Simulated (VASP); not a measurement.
Set up this calculation in VASP 6.6.1, as the native input.

```
Task                   : single point
Functional             : PBEsol
Potentials or basis    : VASP PAW PBE potentials, release 64 (Ti_sv, C)
Cutoff                 : 520 eV
k mesh                 : 6 × 6 × 6
Occupations            : fermi-dirac, width 0.15 eV
Spin                   : no spin polarisation
Dipole correction      : no
Further INCAR settings : ALGO = Normal; EDIFF = 1e-06; NBANDS = 70
```

The structure of Ti8C5 lies in POSCAR:

```
Ti8C5
1.0
    3.0372947750      1.7535829559      4.9158225696
   -3.0372947750      1.7535829559      4.9158225696
    0.0000000000     -3.5071659119      4.9158225696
Ti C
8 5
Direct
    0.2498468921      0.7630199273      0.2498468921
    0.2498468921      0.2498468921      0.7630199273
    0.7630199273      0.2498468921      0.2498468921
    0.2369800727      0.7501531079      0.7501531079
    0.7501531079      0.2369800727      0.7501531079
    0.7501531079      0.7501531079      0.2369800727
    0.2448992226      0.2448992226      0.2448992226
    0.7551007774      0.7551007774      0.7551007774
    0.0000000000      0.0000000000      0.5000000000
    0.5000000000      0.0000000000      0.0000000000
    0.0000000000      0.5000000000      0.0000000000
    0.5000000000      0.5000000000      0.5000000000
    0.0000000000      0.0000000000      0.0000000000
```

These files were run (other wordings do the same):

INCAR

```
SYSTEM = Ti8C5
PREC = Accurate ; ENCUT = 520
EDIFF = 1E-6 ; ISMEAR = -1
SIGMA = 0.15 ; LREAL = .FALSE.
LASPH = .TRUE. ; NELM = 80
ALGO = Normal ; ISIF = 2
LWAVE = .FALSE. ; LCHARG = .FALSE.
GGA = PS ; NBANDS = 70
```

KPOINTS

```
Automatic mesh
0
G
  6 6 6
  0 0 0
```

Potentials or basis: VASP PAW PBE potentials, release 64 (Ti_sv, C).

Launch:

```console
$ cat potpaw_PBE.64/Ti_sv/POTCAR potpaw_PBE.64/C/POTCAR > POTCAR
$ mpirun -np 1 vasp_std > vasp.out
```

It gave:

```json
{"Pressure": "0.2 GPa", "Largest force": "0.025 eV/Å", "Band gap on the k mesh": "zero (bands 58 and 59 overlap by 0.06 eV)"}
```

Caveat: the PAW data sets were made with another functional, which shifts forces and pressure a little.

Run time: 6.8 min on 1 thread of AMD EPYC 9R45 (Zen 5), with other jobs on the host, peak memory 0.43 GiB.
